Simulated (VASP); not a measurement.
# Na (P6/mmm) in VASP: a series of runs

Runs on Na. Level: revPBE. Tasks: single point, relaxation of cell and atoms.

Everything below comes from runs of VASP 6.6.1. Logs are shortened: lines on timing, memory, paths and dates and some standing lists are left out, and cuts for length are marked.

### Step 1. The cell of the first run

Symmetry: P6/mmm, No. 191, hexagonal system. Conventional cell: a = 6.221 Å, b = 6.221 Å, c = 3.689 Å, α = 90.00°, β = 90.00°, γ = 120.00°. Within 4.8 Å of Na (site symmetry 6/mmm) lie 14 Na at 3.69 to 4.04 Å. Within 4.7 Å of Na (site symmetry -6m2) lie 11 Na at 3.59 to 4.04 Å.

This isn't the form of Na at room conditions, which is bcc.

### Step 2. Single point, revPBE (41.22 Å³/atom)

The input, INCAR:

```
SYSTEM = Na
  PREC = Accurate
  ENCUT = 520
  EDIFF = 1E-7
  ISMEAR = -1
  SIGMA = 0.1
  LREAL = .False.
  LASPH = .True.
  NELM = 80
  ALGO = Normal
  ISIF = 2
  LWAVE = .False.
  LCHARG = .False.
  GGA = RE
  NBANDS = 18
```

The input, KPOINTS:

```
Automatic mesh
0
Gamma
  7 7 10
  0 0 0
```

The input, POSCAR:

```
Na
1.0
    6.2209262292      0.0000000000      0.0000000000
   -3.1104631146      5.3874801495      0.0000000000
    0.0000000000      0.0000000000      3.6893485371
Na
3
Direct
    1.0000000000      1.0000000000      0.0000000000
    0.3333333333      0.6666666667      0.5000000000
    0.6666666667      0.3333333333      0.5000000000
```

Potentials or basis: VASP PAW PBE potentials, release 64 (Na_pv).

The run is started by

```console
$ cat potpaw_PBE.64/Na_pv/POTCAR > POTCAR
$ mpirun -np 1 vasp_std > vasp.out
```

OUTCAR:

```text
SYSTEM = Na
   PREC = Accurate
   ENCUT = 520
   EDIFF = 1E-7
   ISMEAR = -1
   LREAL = .False.
   LASPH = .True.
   NELM = 80
   ISIF = 2
   GGA = RE

 ion  position               nearest neighbor table
   1  0.000  0.000  0.000-
   2  0.333  0.667  0.500-
   3  0.667  0.333  0.500-

  LATTYP: Found a hexagonal cell.
 ALAT       =     6.2209262292
 C/A-ratio  =     0.5930545390

  Lattice vectors:

 A1 = (   6.2209262292,   0.0000000000,   0.0000000000)
 A2 = (  -3.1104631146,   5.3874801495,   0.0000000000)
 A3 = (   0.0000000000,   0.0000000000,   3.6893485371)

Analysis of symmetry for initial positions (statically):
=====================================================================
 Subroutine PRICEL returns:
 Original cell was already a primitive cell.

 Routine SETGRP: Setting up the symmetry group for a
 hexagonal supercell.

 Subroutine GETGRP returns: Found 24 space group operations
 (whereof 24 operations were pure point group operations)
 out of a pool of 24 trial point group operations.

The static configuration has the point symmetry D_6h.

Analysis of symmetry for dynamics (positions and initial velocities):
=====================================================================
 Subroutine PRICEL returns:
 Original cell was already a primitive cell.

 Routine SETGRP: Setting up the symmetry group for a
 hexagonal supercell.

 Subroutine GETGRP returns: Found 24 space group operations
 (whereof 24 operations were pure point group operations)
 out of a pool of 24 trial point group operations.

The dynamic configuration has the point symmetry D_6h.

 Subroutine INISYM returns: Found 24 space group operations
 (whereof 24 operations are pure point group operations),
 and found     1 'primitive' translations

----------------------------------------------------------------------------------------

                                     Primitive cell

  volume of cell :     123.6489

  direct lattice vectors                    reciprocal lattice vectors
     6.220926229  0.000000000  0.000000000     0.160747767  0.092807767  0.000000000
    -3.110463115  5.387480149  0.000000000     0.000000000  0.185615533  0.000000000
     0.000000000  0.000000000  3.689348537     0.000000000  0.000000000  0.271050564

  length of vectors
[... 74 lines left out ...]
 SYSTEM =  Na
   PREC   = accura    normal or accurate (medium, high low for compatibility)
   ISTART =      0    job   : 0-new  1-cont  2-samecut
   ICHARG =      2    charge: 1-file 2-atom 10-const
   ISPIN  =      1    spin polarized calculation?
   LNONCOLLINEAR =      F non collinear calculations
   LSORBIT =      F    spin-orbit coupling
   LASPH  =      T    aspherical Exc in radial PAW
   ENCUT  =  520.0 eV  38.22 Ry    6.18 a.u.  11.57 11.57  6.86*2*pi/ulx,y,z
   NELM   =     80;   NELMIN=  2; NELMDL= -5     # of ELM steps
   EDIFF  = 0.1E-06   stopping-criterion for ELM
   LREAL  =      F    real-space projection
   EDIFFG = 0.1E-05   stopping-criterion for IOM
   NSW    =      0    number of steps for IOM
   IBRION =     -1    ionic relax: 0-MD 1-quasi-New 2-CG
   NFREE  =      0    steps in history (QN), initial steepest desc. (CG)
   ISIF   =      2    stress and relaxation
   ISYM   =      2    0-nonsym 1-usesym 2-fastsym
   POTIM  = 0.5000    time-step for ionic-motion
   TEBEG  =    0.0;   TEEND  =   0.0 temperature during run
   PSTRESS=    0.0 pullay stress
   NELECT =      21.0000    total number of electrons
   NUPDOWN=      -1.0000    fix difference up-down
   EMIN   =  10.00;   EMAX   =-10.00  energy-range for DOS
   EFERMI =   0.00;   METHOD = LEGACY
   ISMEAR =    -1;   SIGMA  =   0.10  broadening in eV -4-tet -1-fermi 0-gaus
   EFERMI_NEDOS =   21; number of points for ismear=-14 and -15
   IALGO  =     38    algorithm
   IMIX   =      4    mixing-type and parameters
     AMIX     =   0.40;   BMIX     =  1.00
     AMIX_MAG =   1.60;   BMIX_MAG =  1.00
  volume/ion in A,a.u.               =      41.22       278.14
  Fermi-wavevector in a.u.,A,eV,Ry     =   0.906604  1.713234 11.183056  0.821931
  Thomas-Fermi vector in A             =   2.030312
   LORBIT       =      0    0 simple, 1 ext, 2 COOP (PROOUT), +10 PAW based schemes
   GGA     = RE    functional components
   LHFCALC =     F    Hartree Fock is set to
   AEXX    =    0.0000 exact exchange contribution
   IVDW    =     0    specifies the selected vdW correction
   LEPSILON=     F    determine dielectric tensor
   LRPA    =     F    only Hartree local field effects (RPA)
 non-spin polarized calculation
  energy-cutoff  :      520.00
  volume of cell :      123.65
 maximum number of plane-waves:      3350
 NGX is ok and might be reduce to    48
   NGX = 23   NGY = 23   NGZ = 13

 number of electron      20.9999992 magnetization

 Free energy of the ion-electron system (eV)
  ---------------------------------------------------
  ext. energy  EPLUGINS =         0.00000000
  ---------------------------------------------------
  free energy    TOTEN  =        -3.59366363 eV

  energy without entropy =       -3.53604252  energy(sigma->0) =       -3.56485307

 E-fermi :   0.1537     XC(G=0):  -6.1146

 val. band max:        0.1322248981   @ k =   0.2857   0.2857   0.4000
 cond. band min:       0.1569485664   @ k =   0.1429   0.1429   0.5000
 fundamental gap:      0.0247236683
 Fermi energy:         0.1537398778

 k-point     1 :       0.0000    0.0000    0.0000
  band No.  band energies     occupation
      1     -24.9164      2.00000
      2     -24.9164      2.00000
      3     -24.8986      2.00000
      4     -24.8986      2.00000
      5     -24.8975      2.00000
      6     -24.8939      2.00000
[... 481 lines left out ...]
      5     -24.9023      2.00000
      6     -24.8956      2.00000
[... 10 lines left out ...]
     17       5.9775      0.00000
     18       6.1044      0.00000

 [... further k-points ...]
[... 5 lines left out ...]
  --------------------------------------------------------------------------------------
  -------------------------------------------------------------------------------------
  Total       -0.2154045     -0.2154045     -0.1155585      0.0000000      0.0000000      0.0000000
  in kB       -2.7910964     -2.7910964     -1.4973462      0.0000000      0.0000000      0.0000000
  external PRESSURE =      -2.3598463 kB  Pullay stress =       0.0000000 kB

 VOLUME and BASIS-vectors are now :
 -----------------------------------------------------------------------------
  energy-cutoff  :      520.00
  volume of cell :      123.65
      direct lattice vectors                 reciprocal lattice vectors
     6.220926229  0.000000000  0.000000000     0.160747767  0.092807767  0.000000000
    -3.110463115  5.387480149  0.000000000     0.000000000  0.185615533  0.000000000
     0.000000000  0.000000000  3.689348537     0.000000000  0.000000000  0.271050564

 POSITION                                       TOTAL-FORCE (eV/Angst)
 -----------------------------------------------------------------------------------
      0.00000      0.00000      0.00000         0.000000      0.000000      0.000000
     -0.00000      3.59165      1.84467        -0.000000      0.000000     -0.000000
      3.11046      1.79583      1.84467         0.000000     -0.000000      0.000000
 -----------------------------------------------------------------------------------
    total drift:                               -0.000000      0.000000     -0.000000

  FREE ENERGIE OF THE ION-ELECTRON SYSTEM (eV)
  ---------------------------------------------------
  free  energy   TOTEN  =        -3.5936636261 eV

  energy  without entropy=       -3.5360425222  energy(sigma->0) =       -3.56485307
```

OSZICAR:

```text
N       E                     dE             d eps       ncg     rms          rms(c)
DAV:   1     0.159745611949E+03    0.15975E+03   -0.10956E+04  1784   0.106E+03
DAV:   2     0.485489404142E+01   -0.15489E+03   -0.15301E+03  1738   0.306E+02
DAV:   3    -0.346113734538E+01   -0.83160E+01   -0.82697E+01  2088   0.899E+01
DAV:   4    -0.358646161470E+01   -0.12532E+00   -0.12529E+00  2018   0.115E+01
DAV:   5    -0.358927346002E+01   -0.28118E-02   -0.28118E-02  2044   0.178E+00    0.406E-01
DAV:   6    -0.359216741869E+01   -0.28940E-02   -0.16518E-03  2024   0.425E-01    0.271E-01
DAV:   7    -0.359364731084E+01   -0.14799E-02   -0.30846E-03  1954   0.500E-01    0.132E-02
DAV:   8    -0.359365908819E+01   -0.11777E-04   -0.45186E-05  2078   0.691E-02    0.480E-03
DAV:   9    -0.359366327492E+01   -0.41867E-05   -0.21888E-06  1980   0.117E-02    0.101E-03
DAV:  10    -0.359366382977E+01   -0.55486E-06   -0.13569E-07  1628   0.305E-03    0.376E-04
DAV:  11    -0.359366365104E+01    0.17874E-06   -0.15863E-08  1090   0.152E-03    0.957E-05
DAV:  12    -0.359366362612E+01    0.24917E-07   -0.44284E-09  1050   0.944E-04
   1 F= -.35936636E+01 E0= -.35648531E+01  d E =-.576211E-01
```

stdout:

```text
POSCAR found type information on POSCAR Na
 POSCAR found :  1 types and       3 ions
 scaLAPACK will be used
 -----------------------------------------------------------------------------
|                                                                             |
|                                                                             |
|     You enforced a specific xc type in the INCAR file but a different       |
|     I HOPE YOU KNOW WHAT YOU ARE DOING!                                     |
|                                                                             |
 -----------------------------------------------------------------------------

 LDA part: xc-table for (Slater+PW92), standard interpolation
 POSCAR, INCAR and KPOINTS ok, starting setup
 FFT: planning ... GRIDC
 FFT: planning ... GRID_SOFT
 FFT: planning ... GRID
 WAVECAR not read
 entering main loop
```

Wall time 36 s (1 thread of AMD EPYC 9R45 (Zen 5), shared host); peak memory 0.23 GiB.

What came out:

```
Free energy            : -3.5937 eV
Pressure               : -0.2 GPa
Band gap on the k mesh : zero (an odd number of electrons rules out a gap without spin polarisation)
```

Caveat: the PAW data sets were made with another functional, which shifts forces and pressure a little.

### Step 3. Single point, revPBE (42.80 Å³/atom)

This run uses another cell than the first one, of 42.80 Å³/atom.

INCAR: that of step 2 with these lines changed.

```diff
@@ -8,3 +8,3 @@
   LASPH = .True.
-  NELM = 80
+  NELM = 100
   ALGO = Normal
```

KPOINTS is that of step 2.

The input, POSCAR:

```
Na
1.0
    6.2996804912      0.0000000000      0.0000000000
   -3.1498402456      5.4556833411      0.0000000000
    0.0000000000      0.0000000000      3.7360541097
Na
3
Direct
    1.0000000000      1.0000000000      0.0000000000
    0.3333333333      0.6666666667      0.5000000000
    0.6666666667      0.3333333333      0.5000000000
```

Potentials or basis: VASP PAW PBE potentials, release 64 (Na_pv).

The run is started by

```console
$ cat potpaw_PBE.64/Na_pv/POTCAR > POTCAR
$ mpirun -np 1 vasp_std > vasp.out
```

OUTCAR:

```text
SYSTEM = Na
   PREC = Accurate
   ENCUT = 520
   EDIFF = 1E-7
   ISMEAR = -1
   LREAL = .False.
   LASPH = .True.
   NELM = 100
   ISIF = 2
   GGA = RE

 ion  position               nearest neighbor table
   1  0.000  0.000  0.000-
   2  0.333  0.667  0.500-
   3  0.667  0.333  0.500-

  LATTYP: Found a hexagonal cell.
 ALAT       =     6.2996804912
 C/A-ratio  =     0.5930545390

  Lattice vectors:

 A1 = (   6.2996804912,   0.0000000000,   0.0000000000)
 A2 = (  -3.1498402456,   5.4556833411,   0.0000000000)
 A3 = (   0.0000000000,   0.0000000000,   3.7360541097)

Analysis of symmetry for initial positions (statically):
=====================================================================
 Subroutine PRICEL returns:
 Original cell was already a primitive cell.

 Routine SETGRP: Setting up the symmetry group for a
 hexagonal supercell.

 Subroutine GETGRP returns: Found 24 space group operations
 (whereof 24 operations were pure point group operations)
 out of a pool of 24 trial point group operations.

The static configuration has the point symmetry D_6h.

Analysis of symmetry for dynamics (positions and initial velocities):
=====================================================================
 Subroutine PRICEL returns:
 Original cell was already a primitive cell.

 Routine SETGRP: Setting up the symmetry group for a
 hexagonal supercell.

 Subroutine GETGRP returns: Found 24 space group operations
 (whereof 24 operations were pure point group operations)
 out of a pool of 24 trial point group operations.

The dynamic configuration has the point symmetry D_6h.

 Subroutine INISYM returns: Found 24 space group operations
 (whereof 24 operations are pure point group operations),
 and found     1 'primitive' translations

[... 103 lines left out ...]
   ISYM   =      2    0-nonsym 1-usesym 2-fastsym
   POTIM  = 0.5000    time-step for ionic-motion
   TEBEG  =    0.0;   TEEND  =   0.0 temperature during run
   PSTRESS=    0.0 pullay stress
   NELECT =      21.0000    total number of electrons
   NUPDOWN=      -1.0000    fix difference up-down
   EMIN   =  10.00;   EMAX   =-10.00  energy-range for DOS
   EFERMI =   0.00;   METHOD = LEGACY
   ISMEAR =    -1;   SIGMA  =   0.10  broadening in eV -4-tet -1-fermi 0-gaus
   EFERMI_NEDOS =   21; number of points for ismear=-14 and -15
   IALGO  =     38    algorithm
   IMIX   =      4    mixing-type and parameters
     AMIX     =   0.40;   BMIX     =  1.00
     AMIX_MAG =   1.60;   BMIX_MAG =  1.00
  volume/ion in A,a.u.               =      42.80       288.84
  Fermi-wavevector in a.u.,A,eV,Ry     =   0.895271  1.691816 10.905198  0.801509
  Thomas-Fermi vector in A             =   2.017581
   LORBIT       =      0    0 simple, 1 ext, 2 COOP (PROOUT), +10 PAW based schemes
   GGA     = RE    functional components
   LHFCALC =     F    Hartree Fock is set to
   AEXX    =    0.0000 exact exchange contribution
   IVDW    =     0    specifies the selected vdW correction
   LEPSILON=     F    determine dielectric tensor
   LRPA    =     F    only Hartree local field effects (RPA)
 non-spin polarized calculation
  energy-cutoff  :      520.00
  volume of cell :      128.40
 maximum number of plane-waves:      3484
 NGX is ok and might be reduce to    48
   NGX = 23   NGY = 23   NGZ = 13

 number of electron      21.0000026 magnetization

 Free energy of the ion-electron system (eV)
  ---------------------------------------------------
  ext. energy  EPLUGINS =         0.00000000
  ---------------------------------------------------
  free energy    TOTEN  =        -3.58388469 eV

  energy without entropy =       -3.52531301  energy(sigma->0) =       -3.55459885

 E-fermi :   0.0565     XC(G=0):  -6.0246

 val. band max:        0.0519929085   @ k =   0.1429   0.1429   0.5000
 cond. band min:       0.0666015088   @ k =   0.2857   0.1429   0.1000
 fundamental gap:      0.0146086003
 Fermi energy:         0.0564861315

 k-point     1 :       0.0000    0.0000    0.0000
  band No.  band energies     occupation
      1     -25.0411      2.00000
      2     -25.0411      2.00000
      3     -25.0255      2.00000
      4     -25.0255      2.00000
      5     -25.0249      2.00000
      6     -25.0219      2.00000
[... 481 lines left out ...]
      5     -25.0292      2.00000
      6     -25.0230      2.00000
[... 10 lines left out ...]
     17       5.7422      0.00000
     18       5.8589      0.00000

 [... further k-points ...]
[... 5 lines left out ...]
  --------------------------------------------------------------------------------------
  -------------------------------------------------------------------------------------
  Total       -0.3915703     -0.3915703     -0.2844253      0.0000000      0.0000000      0.0000000
  in kB       -4.8858432     -4.8858432     -3.5489350      0.0000000      0.0000000      0.0000000
  external PRESSURE =      -4.4402071 kB  Pullay stress =       0.0000000 kB

 VOLUME and BASIS-vectors are now :
 -----------------------------------------------------------------------------
  energy-cutoff  :      520.00
  volume of cell :      128.40
      direct lattice vectors                 reciprocal lattice vectors
     6.299680491  0.000000000  0.000000000     0.158738209  0.091647548  0.000000000
    -3.149840246  5.455683341  0.000000000     0.000000000  0.183295096  0.000000000
     0.000000000  0.000000000  3.736054110     0.000000000  0.000000000  0.267662076

 POSITION                                       TOTAL-FORCE (eV/Angst)
 -----------------------------------------------------------------------------------
      0.00000      0.00000      0.00000        -0.000000      0.000000      0.000000
     -0.00000      3.63712      1.86803         0.000000      0.000000      0.000000
      3.14984      1.81856      1.86803        -0.000000     -0.000000      0.000000
 -----------------------------------------------------------------------------------
    total drift:                               -0.000000      0.000000     -0.000000

  FREE ENERGIE OF THE ION-ELECTRON SYSTEM (eV)
  ---------------------------------------------------
  free  energy   TOTEN  =        -3.5838846871 eV

  energy  without entropy=       -3.5253130051  energy(sigma->0) =       -3.55459885
```

OSZICAR:

```text
N       E                     dE             d eps       ncg     rms          rms(c)
DAV:   1     0.157080983162E+03    0.15708E+03   -0.10801E+04  1808   0.104E+03
DAV:   2     0.466714632940E+01   -0.15241E+03   -0.15050E+03  1738   0.302E+02
DAV:   3    -0.345263442663E+01   -0.81198E+01   -0.80606E+01  2012   0.885E+01
DAV:   4    -0.357610075765E+01   -0.12347E+00   -0.12342E+00  2032   0.114E+01
DAV:   5    -0.357892753539E+01   -0.28268E-02   -0.28267E-02  2048   0.178E+00    0.408E-01
DAV:   6    -0.358216429663E+01   -0.32368E-02   -0.16571E-03  2010   0.418E-01    0.272E-01
DAV:   7    -0.358386571494E+01   -0.17014E-02   -0.31836E-03  1938   0.489E-01    0.138E-02
DAV:   8    -0.358387926475E+01   -0.13550E-04   -0.42160E-05  2100   0.639E-02    0.525E-03
DAV:   9    -0.358388448815E+01   -0.52234E-05   -0.25632E-06  1978   0.120E-02    0.857E-04
DAV:  10    -0.358388492664E+01   -0.43849E-06   -0.10755E-07  1642   0.300E-03    0.408E-04
DAV:  11    -0.358388471464E+01    0.21200E-06   -0.16976E-08  1124   0.151E-03    0.901E-05
DAV:  12    -0.358388468706E+01    0.27581E-07   -0.46153E-09  1064   0.987E-04
   1 F= -.35838847E+01 E0= -.35545988E+01  d E =-.585717E-01
```

Run time: 42 s. Hardware: 1 thread of AMD EPYC 9R45 (Zen 5), shared host; peak memory 0.23 GiB.

Results:

- Free energy: -3.5839 eV
- Pressure: -0.4 GPa
- Band gap on the k mesh: zero (an odd number of electrons rules out a gap without spin polarisation)

Caveat: the PAW data sets were made with another functional, which shifts forces and pressure a little.

(Part 1 of 3 ends here.)

The gap in the log of VASP goes by the Fermi energy; the results here count the filled bands.